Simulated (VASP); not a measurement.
Wanted: the native input for a VASP 6.6.1 run.

```
Task                   : single point
Functional             : PBEsol
Potentials or basis    : VASP PAW PBE potentials, release 64 (Pb_d, O)
Cutoff                 : 520 eV
k mesh                 : 4 × 4 × 4
Occupations            : fermi-dirac, width 0.15 eV
Spin                   : no spin polarisation
Dipole correction      : no
Further INCAR settings : ALGO = Normal; EDIFF = 1e-06; NBANDS = 35
```

The structure of PbO2 lies in POSCAR:

```
PbO2
1.0
    0.0000000000      5.1400000000      5.1400000000
    2.5700000000      0.0000000000      2.5700000000
    2.5700000000      2.5700000000      0.0000000000
Pb O
2 4
Direct
   -0.0033695525     -0.0012791829      0.0094756809
    0.5030405642      0.0005857977     -0.0010550584
    0.1162073930      0.2603684825      0.2765665370
    0.3701302529      0.7601157588      0.7938492218
    0.6226340467      0.2606058366      0.2801879377
    0.8696816148      0.7443791829      0.7834939689
```

These files were run (other wordings do the same):

INCAR

```
ALGO = Normal
EDIFF = 1E-6
ENCUT = 520
GGA = PS
GGA_COMPAT = False
ISIF = 2
ISMEAR = -1
LASPH = True
LCHARG = True
LELF = True
LREAL = False
LVHAR = True
LWAVE = False
NBANDS = 35
NELM = 120
PREC = Accurate
SIGMA = 0.15
```

KPOINTS

```
k-points
0
Gamma
  4 4 4
```

Potentials or basis: VASP PAW PBE potentials, release 64 (Pb_d, O).

Run with:

```bash
$ cat potpaw_PBE.64/Pb_d/POTCAR potpaw_PBE.64/O/POTCAR > POTCAR
$ mpirun -np 1 vasp_std > vasp.out
```

It gave:

```
Pressure               : 23.9 GPa
Largest force          : 1.782 eV/Å
Band gap on the k mesh : zero (bands 26 and 27 overlap by 1.45 eV)
```

Caveat: the k points lie up to 0.51 Å⁻¹ apart, too coarse for converged energies and pressures of a metal; the PAW data sets were made with another functional, which shifts forces and pressure a little; spin-orbit coupling is left out, which moves the levels of the heavy elements.

Run time: 2.2 min on 1 thread of Intel(R) Xeon(R) Platinum 8375C CPU @ 2.90GHz (Ice Lake), with other jobs on the host, peak memory 0.22 GiB.
